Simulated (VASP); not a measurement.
# Si31C (a cell with a defect) in VASP: single point with PBEsol

Aim: the single point of Si31C (a cell with a defect) with PBEsol.

All numbers are computed with VASP 6.6.1; they aren't measurements. Logs are shortened: lines on timing, memory, paths and dates and some standing lists are left out, and cuts for length are marked.

## Step 1: The cell of the first run

The cell holds a defect, 32 atoms: a = 9.412 Å, b = 9.412 Å, c = 9.412 Å, α = 109.47°, β = 109.47°, γ = 109.47°.

## Step 2: Single point, PBEsol

The input, INCAR:

```
SYSTEM = Si31C
PREC = Accurate
ENCUT = 520
EDIFF = 1E-6
ISMEAR = 0
SIGMA = 0.02
LREAL = Auto
LASPH = .TRUE.
NELM = 80
ALGO = Normal
ISIF = 2
LWAVE = .FALSE.
LCHARG = .FALSE.
GGA = PS
NBANDS = 86
```

The input, KPOINTS:

```
Automatic mesh
0
Gamma
  2 2 2
  0.5 0.5 0.5
```

The input, POSCAR:

```
Si31C
1.0
   -5.4338340904     -5.4338340904     -5.4338340904
    5.4338340904      5.4338340904     -5.4338340904
    5.4338340904     -5.4338340904      5.4338340904
C Si
1 31
Direct
    0.5000000000      0.7500000000      0.5000000000
    0.5000000000      0.5049586189      0.7428013506
    0.2549586189      0.7500000000      0.7428013506
    0.5000000000      0.2500000000      0.0000000000
    0.2571986494      0.5071986494      0.0121572683
    0.0000000000      0.7500000000      0.0000000000
    0.5000000000     -0.0071986494      0.2549586189
    0.2571986494      0.2621572683      0.2571986494
    0.0121572683      0.5071986494      0.2571986494
    0.7428013506      0.7500000000      0.2549586189
    0.2549586189     -0.0071986494      0.5000000000
    0.0000000000      0.2500000000      0.5000000000
    0.7428013506      0.5049586189      0.5000000000
   -0.0121572683     -0.0049586189      0.7450413811
    0.7450413811      0.2378427317      0.7450413811
    0.7450413811     -0.0049586189     -0.0121572683
    0.7138149601      0.7500000000      0.5000000000
    0.7470171252      0.4935582066      0.7470171252
    0.5000000000      0.7500000000      0.7138149601
    0.7564417934      0.2534589186      0.0034589186
    0.5000000000      0.5029828748     -0.0034589186
    0.2529828748      0.7500000000     -0.0034589186
    0.7470171252     -0.0029828748      0.2435582066
    0.5000000000      0.2465410814      0.2529828748
    0.2861850399      0.5361850399      0.2861850399
   -0.0034589186      0.7500000000      0.2529828748
    0.5000000000     -0.0361850399      0.5000000000
    0.2529828748      0.2465410814      0.5000000000
   -0.0034589186      0.5029828748      0.5000000000
    0.2435582066     -0.0029828748      0.7470171252
    0.0034589186      0.2534589186      0.7564417934
    0.0034589186      0.0064417934      0.0034589186
```

Potentials or basis: VASP PAW PBE potentials, release 64 (C, Si).

On the command line:

```sh
$ cat potpaw_PBE.64/C/POTCAR potpaw_PBE.64/Si/POTCAR > POTCAR
$ mpirun -np 1 vasp_std > vasp.out
```

OUTCAR:

```text
SYSTEM = Si31C
   PREC = Accurate
   ENCUT = 520
   EDIFF = 1E-6
   ISMEAR = 0
   LREAL = Auto
   LASPH = .TRUE.
   NELM = 80
   ISIF = 2
   GGA = PS

 ion  position               nearest neighbor table
   1  0.500  0.750  0.500-  17 2.01  19 2.01  25 2.01  27 2.01
   2  0.500  0.505  0.743-  18 2.35  28 2.35  21 2.39  19 2.41
   3  0.255  0.750  0.743-  30 2.35  29 2.35  22 2.39  19 2.41
   4  0.500  0.250  0.000-  20 2.39  21 2.39  24 2.39  30 2.39
   5  0.257  0.507  0.012-  21 2.35  22 2.35  31 2.39  25 2.41
   6  0.000  0.750  0.000-  18 2.39  22 2.39  26 2.39  32 2.39
[... 24 lines left out ...]
  31  0.003  0.253  0.756-  14 2.35  15 2.35  12 2.39   5 2.39
  32  0.003  0.006  0.003-  16 2.35  14 2.35   6 2.39   8 2.39

  LATTYP: Found a body centered cubic cell.
 ALAT       =    10.8676681808

  Lattice vectors:

 A1 = (  -5.4338340904,  -5.4338340904,  -5.4338340904)
 A2 = (   5.4338340904,   5.4338340904,  -5.4338340904)
 A3 = (   5.4338340904,  -5.4338340904,   5.4338340904)

Analysis of symmetry for initial positions (statically):
=====================================================================
 Subroutine PRICEL returns:
 Original cell was already a primitive cell.

 Routine SETGRP: Setting up the symmetry group for a
 body centered cubic supercell.

 Subroutine GETGRP returns: Found 24 space group operations
 (whereof  2 operations were pure point group operations)
 out of a pool of 48 trial point group operations.

The static configuration has the point symmetry C_1h.
 The point group associated with its full space group is T_d .

Analysis of symmetry for dynamics (positions and initial velocities):
=====================================================================
 Subroutine PRICEL returns:
 Original cell was already a primitive cell.

 Routine SETGRP: Setting up the symmetry group for a
 body centered cubic supercell.

 Subroutine GETGRP returns: Found 24 space group operations
 (whereof  2 operations were pure point group operations)
 out of a pool of 48 trial point group operations.

The dynamic configuration has the point symmetry C_1h.
 The point group associated with its full space group is T_d .

 Subroutine INISYM returns: Found 24 space group operations
 (whereof  2 operations are pure point group operations),
 and found     1 'primitive' translations

----------------------------------------------------------------------------------------

                                     Primitive cell

  volume of cell :     641.7696

  direct lattice vectors                    reciprocal lattice vectors
    -5.433834090 -5.433834090 -5.433834090     0.000000000 -0.092016059 -0.092016059
     5.433834090  5.433834090 -5.433834090     0.092016059  0.000000000 -0.092016059
     5.433834090 -5.433834090  5.433834090     0.092016059 -0.092016059  0.000000000

  length of vectors
     9.411676724  9.411676724  9.411676724     0.130130359  0.130130359  0.130130359

  position of ions in fractional coordinates (direct lattice)
     0.500000000  0.750000000  0.500000000
     0.500000000  0.504958619  0.742801351
     0.254958619  0.750000000  0.742801351
     0.500000000  0.250000000  0.000000000
     0.257198649  0.507198649  0.012157268
     0.000000000  0.750000000  0.000000000
[... 24 lines left out ...]
     0.003458919  0.253458919  0.756441793
     0.003458919  0.006441793  0.003458919

  ion indices of the primitive-cell ions
   primitive index   ion index
                 1           1
                 2           2
                 3           3
                 4           4
                 5           5
                 6           6
[... 24 lines left out ...]
                31          31
                32          32

----------------------------------------------------------------------------------------

 KPOINTS: Automatic mesh

Automatic generation of k-mesh.
 Grid dimensions read from file:
 generate k-points for:    2    2    2

 Generating k-lattice:

  Cartesian coordinates                     Fractional coordinates (reciprocal lattice)
     0.000000000 -0.046008030 -0.046008030     0.500000000  0.000000000  0.000000000
     0.046008030  0.000000000 -0.046008030     0.000000000  0.500000000  0.000000000
     0.046008030 -0.046008030  0.000000000     0.000000000  0.000000000  0.500000000

  Length of vectors
     0.065065180  0.065065180  0.065065180

  Shift w.r.t. Gamma in fractional coordinates (k-lattice)
     0.500000000  0.500000000  0.500000000

 Subroutine IBZKPT returns following result:
 ===========================================

 Found      2 irreducible k-points:

 Following reciprocal coordinates:
            Coordinates               Weight
  0.250000  0.250000  0.250000      2.000000
 -0.250000  0.250000  0.250000      6.000000
   k-points           NKPTS =      2   k-points in BZ     NKDIM =      2   number of bands    NBANDS=     86
   number of dos      NEDOS =    301   number of ions     NIONS =     32
   total plane-waves  NPLWV = 343000
   dimension x,y,z NGX =    70 NGY =   70 NGZ =   70
   dimension x,y,z NGXF=   140 NGYF=  140 NGZF=  140
   ions per type =               1  31
   NGX,Y,Z   is equivalent  to a cutoff of  12.36, 12.36, 12.36 a.u.
   NGXF,Y,Z  is equivalent  to a cutoff of  24.73, 24.73, 24.73 a.u.
 SYSTEM =  Si31C
   PREC   = accura    normal or accurate (medium, high low for compatibility)
   ISTART =      0    job   : 0-new  1-cont  2-samecut
   ICHARG =      2    charge: 1-file 2-atom 10-const
   ISPIN  =      1    spin polarized calculation?
   LNONCOLLINEAR =      F non collinear calculations
   LSORBIT =      F    spin-orbit coupling
   LASPH  =      T    aspherical Exc in radial PAW
   ENCUT  =  520.0 eV  38.22 Ry    6.18 a.u.  17.50 17.50 17.50*2*pi/ulx,y,z
   NELM   =     80;   NELMIN=  2; NELMDL= -5     # of ELM steps
   EDIFF  = 0.1E-05   stopping-criterion for ELM
   LREAL  =      T    real-space projection
   EDIFFG = 0.1E-04   stopping-criterion for IOM
   NSW    =      0    number of steps for IOM
   IBRION =     -1    ionic relax: 0-MD 1-quasi-New 2-CG
   NFREE  =      0    steps in history (QN), initial steepest desc. (CG)
   ISIF   =      2    stress and relaxation
   ISYM   =      2    0-nonsym 1-usesym 2-fastsym
   POTIM  = 0.5000    time-step for ionic-motion
   TEBEG  =    0.0;   TEEND  =   0.0 temperature during run
   PSTRESS=    0.0 pullay stress
   NELECT =     128.0000    total number of electrons
   NUPDOWN=      -1.0000    fix difference up-down
   EMIN   =  10.00;   EMAX   =-10.00  energy-range for DOS
   EFERMI =   0.00;   METHOD = LEGACY
   ISMEAR =     0;   SIGMA  =   0.02  broadening in eV -4-tet -1-fermi 0-gaus
   EFERMI_NEDOS =   21; number of points for ismear=-14 and -15
   IALGO  =     38    algorithm
   IMIX   =      4    mixing-type and parameters
     AMIX     =   0.40;   BMIX     =  1.00
     AMIX_MAG =   1.60;   BMIX_MAG =  1.00
  volume/ion in A,a.u.               =      20.06       135.34
  Fermi-wavevector in a.u.,A,eV,Ry     =   0.956500  1.807523 12.447873  0.914893
  Thomas-Fermi vector in A             =   2.085434
   LORBIT       =      0    0 simple, 1 ext, 2 COOP (PROOUT), +10 PAW based schemes
   GGA     = PS    functional components
   LHFCALC =     F    Hartree Fock is set to
   AEXX    =    0.0000 exact exchange contribution
   IVDW    =     0    specifies the selected vdW correction
   LEPSILON=     F    determine dielectric tensor
   LRPA    =     F    only Hartree local field effects (RPA)
 non-spin polarized calculation
 Gauss-broadening in eV      SIGMA  =   0.02
  energy-cutoff  :      520.00
  volume of cell :      641.77
 maximum number of plane-waves:     17304
 NGX is ok and might be reduce to    70
   NGX = 35   NGY = 35   NGZ = 35

 number of electron     127.9999998 magnetization

 Free energy of the ion-electron system (eV)
  ---------------------------------------------------
  ext. energy  EPLUGINS =         0.00000000
  ---------------------------------------------------
  free energy    TOTEN  =      -186.31226975 eV

  energy without entropy =     -186.31226975  energy(sigma->0) =     -186.31226975

 E-fermi :   5.1021     XC(G=0):  -9.5124

 val. band max:        5.0080453936   @ k =   0.2500   0.2500   0.2500
 cond. band min:       6.1395616068   @ k =  -0.2500   0.2500   0.2500
 fundamental gap:      1.1315162132
 Fermi energy:         5.1021015550

 k-point     1 :       0.2500    0.2500    0.2500
  band No.  band energies     occupation
      1      -7.1974      2.00000
      2      -5.4102      2.00000
      3      -5.4102      2.00000
      4      -5.4102      2.00000
      5      -4.7339      2.00000
      6      -3.6412      2.00000
[... 68 lines left out ...]
     75       7.2375      0.00000
     76       7.2375      0.00000

 k-point     2 :      -0.2500    0.2500    0.2500
  band No.  band energies     occupation
      1      -7.2077      2.00000
      2      -5.7161      2.00000
      3      -4.9197      2.00000
      4      -4.9197      2.00000
      5      -4.8399      2.00000
      6      -4.5095      2.00000
[... 68 lines left out ...]
     75       7.8826      0.00000
     76       8.0634      0.00000
 [bands above 76 left out]

------------------------ aborting loop because EDIFF is reached ----------------------------------------

  FORCE on cell =-STRESS in cart. coord.  units (eV):
  Direction    XX          YY          ZZ          XY          YZ          ZX
  --------------------------------------------------------------------------------------
  -------------------------------------------------------------------------------------
  Total      -13.7482752    -13.7482752    -13.7482752      0.0000000     -0.0000000     -0.0000000
  in kB      -34.3225611    -34.3225611    -34.3225611      0.0000000     -0.0000000     -0.0000000
  external PRESSURE =     -34.3225611 kB  Pullay stress =       0.0000000 kB

 VOLUME and BASIS-vectors are now :
 -----------------------------------------------------------------------------
  energy-cutoff  :      520.00
  volume of cell :      641.77
      direct lattice vectors                 reciprocal lattice vectors
    -5.433834090 -5.433834090 -5.433834090     0.000000000 -0.092016059 -0.092016059
     5.433834090  5.433834090 -5.433834090     0.092016059  0.000000000 -0.092016059
     5.433834090 -5.433834090  5.433834090     0.092016059 -0.092016059  0.000000000

 POSITION                                       TOTAL-FORCE (eV/Angst)
 -----------------------------------------------------------------------------------
      4.07538     -1.35846     -4.07538         0.000000      0.000000      0.000000
      4.06320     -4.00931     -1.42452         0.022414     -0.010558      0.010558
      6.72623     -1.34629     -1.42452         0.010558     -0.022414      0.010558
     -1.35846     -1.35846     -4.07538         0.000000      0.000000      0.000000
      1.42452      1.29240     -4.08755        -0.010558      0.010558      0.022414
      4.07538      4.07538     -4.07538         0.000000      0.000000      0.000000
[... 24 lines left out ...]
      5.46884     -2.75192      2.71433        -0.003061      0.003061     -0.006084
      0.03500     -0.00259     -0.03500        -0.003061     -0.006084      0.003061
 -----------------------------------------------------------------------------------
    total drift:                               -0.000000      0.000000      0.000000

  FREE ENERGIE OF THE ION-ELECTRON SYSTEM (eV)
  ---------------------------------------------------
  free  energy   TOTEN  =      -186.3122697460 eV

  energy  without entropy=     -186.3122697460  energy(sigma->0) =     -186.31226975
```

It took 1.9 min on 1 thread of Intel Xeon 6975P-C (Granite Rapids), shared host; peak memory 0.68 GiB.

What came out:

```yaml
Free_energy: -186.3123 eV
Pressure: -3.4 GPa
Largest_force: 0.027 eV/Å
Band_gap_on_the_k_mesh: 1.13 eV
```

Forces on the atoms (eV/Å):
```
C    0.000  0.000  0.000
Si   0.022 -0.011  0.011
Si   0.011 -0.022  0.011
Si   0.000  0.000  0.000
Si  -0.011  0.011  0.022
Si   0.000  0.000  0.000
Si   0.022  0.011 -0.011
Si  -0.011  0.022  0.011
Si  -0.022  0.011  0.011
Si  -0.011 -0.022 -0.011
Si   0.011  0.011 -0.022
Si   0.000  0.000  0.000
Si  -0.011 -0.011 -0.022
Si  -0.022 -0.011 -0.011
Si   0.011  0.022 -0.011
Si   0.011 -0.011  0.022
Si   0.011  0.011  0.011
Si   0.003 -0.006 -0.003
Si  -0.011  0.011 -0.011
Si   0.006  0.003  0.003
Si  -0.006 -0.003  0.003
Si   0.003  0.006  0.003
Si   0.003 -0.003 -0.006
Si  -0.006  0.003 -0.003
Si   0.011 -0.011 -0.011
Si  -0.003  0.006 -0.003
Si  -0.011 -0.011  0.011
Si   0.003  0.003  0.006
Si  -0.003 -0.003  0.006
Si   0.006 -0.003 -0.003
Si  -0.003  0.003 -0.006
Si  -0.003 -0.006  0.003
```

Levels at points of the mesh, in eV from the valence-band top:
```
           k point  band 62  band 63  band 64  band 65  band 66  band 67
(0.25, 0.25, 0.25)    -0.01     0.00     0.00     1.42     1.86     1.86
```

Caveat: the PAW data sets were made with another functional, which shifts forces and pressure a little.
